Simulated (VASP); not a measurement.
# TlCl (Pm-3m) in VASP: further runs

The runs below take TlCl through single point, relaxation of the atoms, with PBE.

All numbers are computed with VASP 6.6.1; they aren't measurements. Logs are shortened: lines on timing, memory, paths and dates and some standing lists are left out, and cuts for length are marked.

### 1 The cell of the first run

The structure is cubic, space group Pm-3m (No. 221). The conventional cell has a = 3.834 Å, b = 3.834 Å, c = 3.834 Å, α = 90.00°, β = 90.00°, γ = 90.00°. Within 4.4 Å of Tl (site symmetry m-3m) lie 8 Cl at 3.32 Å and 6 Tl at 3.83 Å. Cl (site symmetry m-3m) has 8 Tl at 3.32 Å and 6 Cl at 3.83 Å within 4.4 Å.

### 2 Single point, PBE

INCAR reads:

```
  PREC = Accurate
  ENCUT = 500
  EDIFF = 1E-6
  ISMEAR = -1
  SIGMA = 0.02
  LREAL = False
  LASPH = True
  NELM = 120
  ALGO = Normal
  ISIF = 2
  LWAVE = False
  LCHARG = False
  GGA = PE
  NBANDS = 17
  GGA_COMPAT = False
```

KPOINTS reads:

```
Automatic mesh
0
Gamma
  7 7 7
```

POSCAR reads:

```
TlCl
1.0
    3.8340000000      0.0000000000      0.0000000000
    0.0000000000      3.8340000000      0.0000000000
    0.0000000000      0.0000000000      3.8340000000
Tl Cl
1 1
Direct
    0.0000000000      0.0000000000      0.0000000000
    0.5000000000      0.5000000000      0.5000000000
```

Potentials or basis: VASP PAW PBE potentials, release 64 (Tl_d, Cl).

Started as:

```sh
> cat potpaw_PBE.64/Tl_d/POTCAR potpaw_PBE.64/Cl/POTCAR > POTCAR
> mpirun -np 1 vasp_std > vasp.out
```

OUTCAR:

```text
PREC = Accurate
   ENCUT = 500
   EDIFF = 1E-6
   ISMEAR = -1
   LREAL = False
   LASPH = True
   NELM = 120
   ISIF = 2
   GGA = PE

 ion  position               nearest neighbor table
   1  0.000  0.000  0.000-   2 3.32   2 3.32   2 3.32   2 3.32   2 3.32   2 3.32   2 3.32   2 3.32

   2  0.500  0.500  0.500-   1 3.32   1 3.32   1 3.32   1 3.32   1 3.32   1 3.32   1 3.32   1 3.32

  LATTYP: Found a simple cubic cell.
 ALAT       =     3.8340000000

  Lattice vectors:

 A1 = (   3.8340000000,   0.0000000000,   0.0000000000)
 A2 = (   0.0000000000,   3.8340000000,   0.0000000000)
 A3 = (   0.0000000000,   0.0000000000,   3.8340000000)

Analysis of symmetry for initial positions (statically):
=====================================================================
 Subroutine PRICEL returns:
 Original cell was already a primitive cell.

 Routine SETGRP: Setting up the symmetry group for a
 simple cubic supercell.

 Subroutine GETGRP returns: Found 48 space group operations
 (whereof 48 operations were pure point group operations)
 out of a pool of 48 trial point group operations.

The static configuration has the point symmetry O_h .

Analysis of symmetry for dynamics (positions and initial velocities):
=====================================================================
 Subroutine PRICEL returns:
 Original cell was already a primitive cell.

 Routine SETGRP: Setting up the symmetry group for a
 simple cubic supercell.

 Subroutine GETGRP returns: Found 48 space group operations
 (whereof 48 operations were pure point group operations)
 out of a pool of 48 trial point group operations.

The dynamic configuration has the point symmetry O_h .

 Subroutine INISYM returns: Found 48 space group operations
 (whereof 48 operations are pure point group operations),
 and found     1 'primitive' translations

----------------------------------------------------------------------------------------

                                     Primitive cell

  volume of cell :      56.3581

  direct lattice vectors                    reciprocal lattice vectors
     3.834000000  0.000000000  0.000000000     0.260824204  0.000000000  0.000000000
     0.000000000  3.834000000  0.000000000     0.000000000  0.260824204  0.000000000
     0.000000000  0.000000000  3.834000000     0.000000000  0.000000000  0.260824204

  length of vectors
     3.834000000  3.834000000  3.834000000     0.260824204  0.260824204  0.260824204

  position of ions in fractional coordinates (direct lattice)
     0.000000000  0.000000000  0.000000000
     0.500000000  0.500000000  0.500000000

  ion indices of the primitive-cell ions
   primitive index   ion index
                 1           1
                 2           2

----------------------------------------------------------------------------------------

 KPOINTS: Automatic mesh

Automatic generation of k-mesh.
 Grid dimensions read from file:
 generate k-points for:    7    7    7

 Generating k-lattice:

  Cartesian coordinates                     Fractional coordinates (reciprocal lattice)
     0.037260601  0.000000000  0.000000000     0.142857143  0.000000000  0.000000000
     0.000000000  0.037260601  0.000000000     0.000000000  0.142857143  0.000000000
     0.000000000  0.000000000  0.037260601     0.000000000  0.000000000  0.142857143

  Length of vectors
     0.037260601  0.037260601  0.037260601

  Shift w.r.t. Gamma in fractional coordinates (k-lattice)
     0.000000000  0.000000000  0.000000000

 Subroutine IBZKPT returns following result:
 ===========================================

 Found     20 irreducible k-points:

 Following reciprocal coordinates:
            Coordinates               Weight
  0.000000  0.000000  0.000000      1.000000
  0.142857  0.000000  0.000000      6.000000
  0.285714  0.000000  0.000000      6.000000
  0.428571  0.000000  0.000000      6.000000
  0.142857  0.142857  0.000000     12.000000
  0.285714  0.142857  0.000000     24.000000
[... 12 lines left out ...]
  0.428571  0.428571  0.285714     24.000000
  0.428571  0.428571  0.428571      8.000000
   k-points           NKPTS =     20   k-points in BZ     NKDIM =     20   number of bands    NBANDS=     17
   number of dos      NEDOS =    301   number of ions     NIONS =      2
   total plane-waves  NPLWV =  21952
   dimension x,y,z NGX =    28 NGY =   28 NGZ =   28
   dimension x,y,z NGXF=    56 NGYF=   56 NGZF=   56
   ions per type =               1   1
   NGX,Y,Z   is equivalent  to a cutoff of  12.14, 12.14, 12.14 a.u.
   NGXF,Y,Z  is equivalent  to a cutoff of  24.28, 24.28, 24.28 a.u.
 SYSTEM =  unknown system
   PREC   = accura    normal or accurate (medium, high low for compatibility)
   ISTART =      0    job   : 0-new  1-cont  2-samecut
   ICHARG =      2    charge: 1-file 2-atom 10-const
   ISPIN  =      1    spin polarized calculation?
   LNONCOLLINEAR =      F non collinear calculations
   LSORBIT =      F    spin-orbit coupling
   LASPH  =      T    aspherical Exc in radial PAW
   ENCUT  =  500.0 eV  36.75 Ry    6.06 a.u.   6.99  6.99  6.99*2*pi/ulx,y,z
   NELM   =    120;   NELMIN=  2; NELMDL= -5     # of ELM steps
   EDIFF  = 0.1E-05   stopping-criterion for ELM
   LREAL  =      F    real-space projection
   EDIFFG = 0.1E-04   stopping-criterion for IOM
   NSW    =      0    number of steps for IOM
   IBRION =     -1    ionic relax: 0-MD 1-quasi-New 2-CG
   NFREE  =      0    steps in history (QN), initial steepest desc. (CG)
   ISIF   =      2    stress and relaxation
   ISYM   =      2    0-nonsym 1-usesym 2-fastsym
   POTIM  = 0.5000    time-step for ionic-motion
   TEBEG  =    0.0;   TEEND  =   0.0 temperature during run
   PSTRESS=    0.0 pullay stress
   NELECT =      20.0000    total number of electrons
   NUPDOWN=      -1.0000    fix difference up-down
   EMIN   =  10.00;   EMAX   =-10.00  energy-range for DOS
   EFERMI =   0.00;   METHOD = LEGACY
   ISMEAR =    -1;   SIGMA  =   0.02  broadening in eV -4-tet -1-fermi 0-gaus
   EFERMI_NEDOS =   21; number of points for ismear=-14 and -15
   IALGO  =     38    algorithm
   IMIX   =      4    mixing-type and parameters
     AMIX     =   0.40;   BMIX     =  1.00
     AMIX_MAG =   1.60;   BMIX_MAG =  1.00
  volume/ion in A,a.u.               =      28.18       190.16
  Fermi-wavevector in a.u.,A,eV,Ry     =   1.159043  2.190273 18.277790  1.343380
  Thomas-Fermi vector in A             =   2.295639
   LORBIT       =      0    0 simple, 1 ext, 2 COOP (PROOUT), +10 PAW based schemes
   GGA     = PE    functional components
   LHFCALC =     F    Hartree Fock is set to
   AEXX    =    0.0000 exact exchange contribution
   IVDW    =     0    specifies the selected vdW correction
   LEPSILON=     F    determine dielectric tensor
   LRPA    =     F    only Hartree local field effects (RPA)
 non-spin polarized calculation
  energy-cutoff  :      500.00
  volume of cell :       56.36
 maximum number of plane-waves:      1442
 NGX is ok and might be reduce to    28
   NGX = 13   NGY = 13   NGZ = 13

 number of electron      19.9999993 magnetization

 Free energy of the ion-electron system (eV)
  ---------------------------------------------------
  ext. energy  EPLUGINS =         0.00000000
  ---------------------------------------------------
  free energy    TOTEN  =        -6.00453410 eV

  energy without entropy =       -6.00453410  energy(sigma->0) =       -6.00453410

 E-fermi :   3.0450     XC(G=0):  -9.1386

 val. band max:        2.5447702760   @ k =   0.4286   0.0000   0.0000
 cond. band min:       5.0871035560   @ k =   0.4286   0.0000   0.0000
 fundamental gap:      2.5423332799
 Fermi energy:         3.0449868202

 k-point     1 :       0.0000    0.0000    0.0000
  band No.  band energies     occupation
      1     -11.0649      2.00000
      2      -7.2196      2.00000
      3      -7.2196      2.00000
      4      -6.9745      2.00000
      5      -6.9745      2.00000
      6      -6.9745      2.00000
[... 9 lines left out ...]
     16      15.2405      0.00000
     17      16.9231      0.00000

 k-point     2 :       0.1429    0.0000    0.0000
  band No.  band energies     occupation
      1     -11.0201      2.00000
      2      -7.2169      2.00000
      3      -7.1864      2.00000
      4      -6.9900      2.00000
      5      -6.9900      2.00000
      6      -6.9731      2.00000
[... 9 lines left out ...]
     16      16.2703      0.00000
     17      16.7502      0.00000

 k-point     3 :       0.2857    0.0000    0.0000
  band No.  band energies     occupation
      1     -10.9153      2.00000
      2      -7.2108      2.00000
      3      -7.1142      2.00000
      4      -7.0244      2.00000
      5      -7.0244      2.00000
      6      -6.9700      2.00000
[... 9 lines left out ...]
     16      15.5396      0.00000
     17      16.8957      0.00000

 k-point     4 :       0.4286    0.0000    0.0000
  band No.  band energies     occupation
      1     -10.8268      2.00000
      2      -7.2059      2.00000
      3      -7.0598      2.00000
      4      -7.0515      2.00000
      5      -7.0515      2.00000
      6      -6.9675      2.00000
[... 9 lines left out ...]
     16      15.9236      0.00000
     17      16.8737      0.00000
[... 263 lines left out ...]
      1     -10.6625      2.00000
      2      -7.1114      2.00000
      3      -7.0747      2.00000
      4      -7.0284      2.00000
      5      -7.0249      2.00000
      6      -6.9630      2.00000
[... 9 lines left out ...]
     16      14.5569      0.00000
     17      18.4196      0.00000

 k-point    19 :       0.4286    0.4286    0.2857
  band No.  band energies     occupation
      1     -10.6077      2.00000
      2      -7.1175      2.00000
      3      -7.1055      2.00000
      4      -7.0648      2.00000
      5      -6.9946      2.00000
      6      -6.9227      2.00000
[... 9 lines left out ...]
     16      14.8605      0.00000
     17      18.9935      0.00000

 k-point    20 :       0.4286    0.4286    0.4286
  band No.  band energies     occupation
      1     -10.5428      2.00000
      2      -7.1455      2.00000
      3      -7.1455      2.00000
      4      -7.1206      2.00000
      5      -6.9210      2.00000
      6      -6.9210      2.00000
[... 9 lines left out ...]
     16      15.2142      0.00000
     17      19.8740      0.00000

------------------------ aborting loop because EDIFF is reached ----------------------------------------

  FORCE on cell =-STRESS in cart. coord.  units (eV):
  Direction    XX          YY          ZZ          XY          YZ          ZX
  --------------------------------------------------------------------------------------
  -------------------------------------------------------------------------------------
  Total        0.4265912      0.4265912      0.4265912      0.0000000     -0.0000000      0.0000000
  in kB       12.1273568     12.1273568     12.1273568      0.0000000     -0.0000000      0.0000000
  external PRESSURE =      12.1273568 kB  Pullay stress =       0.0000000 kB

 VOLUME and BASIS-vectors are now :
 -----------------------------------------------------------------------------
  energy-cutoff  :      500.00
  volume of cell :       56.36
      direct lattice vectors                 reciprocal lattice vectors
     3.834000000  0.000000000  0.000000000     0.260824204  0.000000000  0.000000000
     0.000000000  3.834000000  0.000000000     0.000000000  0.260824204  0.000000000
     0.000000000  0.000000000  3.834000000     0.000000000  0.000000000  0.260824204

 POSITION                                       TOTAL-FORCE (eV/Angst)
 -----------------------------------------------------------------------------------
      0.00000      0.00000      0.00000         0.000000      0.000000      0.000000
      1.91700      1.91700      1.91700         0.000000      0.000000      0.000000
 -----------------------------------------------------------------------------------
    total drift:                               -0.000000      0.000000      0.000000

  FREE ENERGIE OF THE ION-ELECTRON SYSTEM (eV)
  ---------------------------------------------------
  free  energy   TOTEN  =        -6.0045340961 eV

  energy  without entropy=       -6.0045340961  energy(sigma->0) =       -6.00453410
```

It took 5.8 s on 1 thread of Intel Xeon 6975P-C (Granite Rapids), shared host; peak memory 0.16 GiB.

Results:

```
Free energy            : -6.0045 eV
Pressure               : 1.2 GPa
Band gap on the k mesh : 2.54 eV, direct
```

Levels at points of the mesh, in eV from the valence-band top:
| k point | band 7 | band 8 | band 9 | band 10 | band 11 | band 12 | band 13 | band 14 |
| --- | --- | --- | --- | --- | --- | --- | --- | --- |
| (0.00, 0.00, 0.00) | -4.38 | -1.36 | -1.36 | -1.36 | 7.99 | 7.99 | 7.99 | 8.01 |

Caveat: spin-orbit coupling is left out, which moves the levels of the heavy elements.

### 3 Relaxation of the atoms, PBE

INCAR reads:

```
PREC     = Accurate       # precision mode
ENCUT    = 450            # plane-wave cutoff, eV
EDIFF    = 1E-7           # SCF threshold, eV
ISMEAR   = -1             # smearing method
SIGMA    = 0.02           # smearing width, eV
LREAL    = False          # projectors in reciprocal space
LASPH    = True           # aspherical terms in the spheres
NELM     = 120            # most SCF steps
ALGO     = Normal         # electronic algorithm
ISIF     = 2              # what is computed and relaxed
LWAVE    = False          # write WAVECAR
LCHARG   = False          # write CHGCAR
GGA      = PE             # functional
IBRION   = 2              # ionic algorithm
NSW      = 80             # ionic steps
EDIFFG   = -0.02          # ionic threshold
GGA_COMPAT= False        
NELMIN   = 4
```

KPOINTS reads:

```
regular mesh
0
Gamma
  7 7 7
```

POSCAR is that of step 2.

Potentials or basis: VASP PAW PBE potentials, release 64 (Tl_d, Cl).

Started as:

```sh
> cat potpaw_PBE.64/Tl_d/POTCAR potpaw_PBE.64/Cl/POTCAR > POTCAR
> mpirun -np 1 vasp_std > vasp.out
```

OUTCAR:

```text
PREC = Accurate
   ENCUT = 450
   EDIFF = 1E-7
   ISMEAR = -1
   LREAL = False
   LASPH = True
   NELM = 120
   ISIF = 2
   GGA = PE
   IBRION = 2
   NSW = 80
   EDIFFG = -0.02
   NELMIN = 4

 ion  position               nearest neighbor table
   1  0.000  0.000  0.000-   2 3.32   2 3.32   2 3.32   2 3.32   2 3.32   2 3.32   2 3.32   2 3.32

   2  0.500  0.500  0.500-   1 3.32   1 3.32   1 3.32   1 3.32   1 3.32   1 3.32   1 3.32   1 3.32

  LATTYP: Found a simple cubic cell.
 ALAT       =     3.8340000000

  Lattice vectors:

 A1 = (   3.8340000000,   0.0000000000,   0.0000000000)
 A2 = (   0.0000000000,   3.8340000000,   0.0000000000)
 A3 = (   0.0000000000,   0.0000000000,   3.8340000000)

Analysis of symmetry for initial positions (statically):
=====================================================================
 Subroutine PRICEL returns:
 Original cell was already a primitive cell.

 Routine SETGRP: Setting up the symmetry group for a
 simple cubic supercell.

 Subroutine GETGRP returns: Found 48 space group operations
 (whereof 48 operations were pure point group operations)
 out of a pool of 48 trial point group operations.

The static configuration has the point symmetry O_h .

Analysis of symmetry for dynamics (positions and initial velocities):
=====================================================================
 Subroutine PRICEL returns:
 Original cell was already a primitive cell.

 Routine SETGRP: Setting up the symmetry group for a
 simple cubic supercell.

 Subroutine GETGRP returns: Found 48 space group operations
 (whereof 48 operations were pure point group operations)
 out of a pool of 48 trial point group operations.

The dynamic configuration has the point symmetry O_h .

 Subroutine INISYM returns: Found 48 space group operations
 (whereof 48 operations are pure point group operations),
 and found     1 'primitive' translations

----------------------------------------------------------------------------------------
[... 118 lines left out ...]
   LRPA    =     F    only Hartree local field effects (RPA)
 conjugate gradient relaxation of ions
 non-spin polarized calculation
  energy-cutoff  :      450.00
  volume of cell :       56.36
 maximum number of plane-waves:      1241
 NGX is ok and might be reduce to    28
   NGX = 13   NGY = 13   NGZ = 13

 number of electron      19.9999993 magnetization

 Free energy of the ion-electron system (eV)
  ---------------------------------------------------
  ext. energy  EPLUGINS =         0.00000000
  ---------------------------------------------------
  free energy    TOTEN  =        -6.00492022 eV

  energy without entropy =       -6.00492022  energy(sigma->0) =       -6.00492022

 E-fermi :   3.0319     XC(G=0):  -9.1385

 val. band max:        2.5456106311   @ k =   0.4286   0.0000   0.0000
 cond. band min:       5.0873258848   @ k =   0.4286   0.0000   0.0000
 fundamental gap:      2.5417152536
 Fermi energy:         3.0319300215

 k-point     1 :       0.0000    0.0000    0.0000
  band No.  band energies     occupation
      1     -11.0649      2.00000
      2      -7.2193      2.00000
      3      -7.2193      2.00000
      4      -6.9742      2.00000
      5      -6.9742      2.00000
      6      -6.9742      2.00000
      7      -1.8395      2.00000
      8       1.1900      2.00000
      9       1.1900      2.00000
     10       1.1900      2.00000
     11      10.5394      0.00000
     12      10.5394      0.00000
     13      10.5587      0.00000
     14      10.5587      0.00000
[... 309 lines left out ...]
      1     -10.5428      2.00000
      2      -7.1451      2.00000
      3      -7.1451      2.00000
      4      -7.1202      2.00000
      5      -6.9206      2.00000
      6      -6.9206      2.00000
      7       0.0745      2.00000
      8       0.6782      2.00000
      9       0.6782      2.00000
     10       0.7912      2.00000
     11       5.5008      0.00000
     12       5.5008      0.00000
     13       6.0298      0.00000
     14      14.8456      0.00000

------------------------ aborting loop because EDIFF is reached ----------------------------------------

  FORCE on cell =-STRESS in cart. coord.  units (eV):
  Direction    XX          YY          ZZ          XY          YZ          ZX
  --------------------------------------------------------------------------------------
  -------------------------------------------------------------------------------------
  Total        0.4310246      0.4310246      0.4310246      0.0000000      0.0000000     -0.0000000
  in kB       12.2533915     12.2533915     12.2533915      0.0000000      0.0000000     -0.0000000
  external PRESSURE =      12.2533915 kB  Pullay stress =       0.0000000 kB

 VOLUME and BASIS-vectors are now :
 -----------------------------------------------------------------------------
  energy-cutoff  :      450.00
  volume of cell :       56.36
      direct lattice vectors                 reciprocal lattice vectors
     3.834000000  0.000000000  0.000000000     0.260824204  0.000000000  0.000000000
     0.000000000  3.834000000  0.000000000     0.000000000  0.260824204  0.000000000
     0.000000000  0.000000000  3.834000000     0.000000000  0.000000000  0.260824204

 POSITION                                       TOTAL-FORCE (eV/Angst)
 -----------------------------------------------------------------------------------
      0.00000      0.00000      0.00000         0.000000      0.000000      0.000000
      1.91700      1.91700      1.91700         0.000000      0.000000      0.000000
 -----------------------------------------------------------------------------------
    total drift:                               -0.000000      0.000000      0.000000

  FREE ENERGIE OF THE ION-ELECTRON SYSTEM (eV)
  ---------------------------------------------------
  free  energy   TOTEN  =        -6.0049202186 eV

  energy  without entropy=       -6.0049202186  energy(sigma->0) =       -6.00492022

 reached required accuracy - stopping structural energy minimisation
```

It took 5.7 s on 1 thread of Intel Xeon 6975P-C (Granite Rapids), shared host; peak memory 0.16 GiB.

What came out:

| Item | Value |
| --- | --- |
| Free energy | -6.0049 eV |
| Pressure after relaxing | 1.2 GPa |
| Band gap on the k mesh | 2.54 eV, direct |

Final structure:
```
Tl Cl
1.0
     3.83400    0.00000    0.00000
     0.00000    3.83400    0.00000
     0.00000    0.00000    3.83400
Tl Cl
1 1
Direct
  0.00000 0.00000 0.00000
  0.50000 0.50000 0.50000
```

Caveat: the relaxation stopped at its first step, so nothing moved; spin-orbit coupling is left out, which moves the levels of the heavy elements. A k mesh can miss the band edges.
